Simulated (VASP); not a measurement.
Input of a VASP 6.6.1 run:

The input INCAR:

```
SYSTEM = TiC
ALGO = Normal ; EDIFF = 1E-6
ENCUT = 520 ; GGA = PE
ISIF = 2 ; ISMEAR = 0
LASPH = .TRUE. ; LCHARG = .FALSE.
LREAL = .FALSE. ; LWAVE = .FALSE.
NBANDS = 15 ; NELM = 100
PREC = Accurate ; SIGMA = 0.1
```

Contents of KPOINTS:

```
k-points
0
G
  16 16 16
  0 0 0
```

POSCAR

```
TiC
1.0
    0.0000000000      2.1593000000      2.1593000000
    2.1593000000      0.0000000000      2.1593000000
    2.1593000000      2.1593000000      0.0000000000
Ti C
1 1
Direct
    0.0000000000      0.0000000000      0.0000000000
    0.5000000000      0.5000000000      0.5000000000
```

Potentials or basis: VASP PAW PBE potentials, release 64 (Ti_sv, C).

Run with:

```sh
$ cat potpaw_PBE.64/Ti_sv/POTCAR potpaw_PBE.64/C/POTCAR > POTCAR
$ mpirun -np 1 vasp_std > vasp.out
```

Q: Estimate the pressure.

A: 2.8 GPa.

Q: What does it give for the band gap on the k mesh?

A: Zero (band 8 reaches 10.21 eV, above the bottom of band 9 at 9.11 eV).
